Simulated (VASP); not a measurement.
**Ge: single point with PBE**

The system is Ge.

```
Ge
1.0
     4.06746    0.00000    0.00000
    -2.03373    3.52253    0.00000
     0.00000    0.00000   16.66561
Ge
10
Cartesian
  0.0000 2.3484 2.0794
  0.0000 2.3484 8.7511
  2.0337 1.1742 12.0956
  0.0000 0.0000 15.4191
  2.0337 1.1742 5.4046
  0.0000 2.3484 11.2610
  0.0000 0.0000 1.2465
  2.0337 1.1742 14.5862
  0.0000 2.3484 4.5700
  2.0337 1.1742 7.9145
```

The cell was built from a structure type or drawn by symmetry, and may not be a known phase.

```json
{
  "Program": "VASP 6.6.1",
  "Task": "single point",
  "Functional": "PBE",
  "Potentials or basis": "VASP PAW PBE potentials, release 64 (Ge_d)",
  "Cutoff": "520 eV",
  "k mesh": "12 × 12 × 4",
  "Occupations": "gaussian, width 0.1 eV",
  "Spin": "no spin polarisation",
  "Dipole correction": "no",
  "Further INCAR settings": "ALGO = Fast; EDIFF = 1e-07; NBANDS = 81"
}
```

```json
{
 "Pressure": "-0.1 GPa",
 "Band gap on the k mesh": "zero (bands 70 and 71 overlap by 0.07 eV)"
}
```

Levels at points of the mesh, in eV from the Fermi level:
| k point | band 68 | band 69 | band 70 | band 71 | band 72 | band 73 |
| --- | --- | --- | --- | --- | --- | --- |
| (0.00, 0.00, 0.00) | -0.43 | -0.06 | -0.04 | 0.05 | 0.05 | 0.11 |
| (0.50, 0.00, 0.00) | -1.67 | -1.57 | -1.56 | 0.17 | 0.57 | 1.09 |
| (0.00, 0.00, 0.50) | -0.22 | -0.13 | -0.13 | -0.09 | 0.30 | 0.35 |
| (0.50, 0.00, 0.50) | -2.03 | -1.87 | -1.34 | 0.37 | 0.68 | 0.85 |

Wall time 41 min on 1 thread of Oxide Virtual Turin-like Processor (shared host), peak memory 0.88 GiB.

Caveat: semilocal functionals underestimate gaps, so a narrow gap can read as zero.
